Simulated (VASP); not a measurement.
Here is a VASP 6.6.1 calculation.

Contents of INCAR:

```
SYSTEM = Ag
  PREC = Accurate
  ENCUT = 500
  EDIFF = 1E-6
  ISMEAR = -1
  SIGMA = 0.05
  LREAL = .FALSE.
  LASPH = .TRUE.
  NELM = 120
  ALGO = Normal
  ISIF = 2
  LWAVE = .FALSE.
  LCHARG = .FALSE.
  GGA = PE
  NBANDS = 12
  GGA_COMPAT = .FALSE.
```

Contents of KPOINTS:

```
regular mesh
0
G
  9 9 9
  0 0 0
```

Contents of POSCAR:

```
Ag
1.0
   -1.6556500000      1.6556500000      1.6556500000
    1.6556500000     -1.6556500000      1.6556500000
    1.6556500000      1.6556500000     -1.6556500000
Ag
1
Direct
    0.0000000000      0.0000000000      0.0000000000
```

Potentials or basis: VASP PAW PBE potentials, release 64 (Ag).

Launch:

```sh
$ cat potpaw_PBE.64/Ag/POTCAR > POTCAR
$ mpirun -np 1 vasp_std > vasp.out
```

Problem. What does it give for the band gap on the k mesh?

Solution. Zero (an odd number of electrons rules out a gap without spin polarisation).

Problem. Predict the pressure.

Solution. -0.8 GPa.
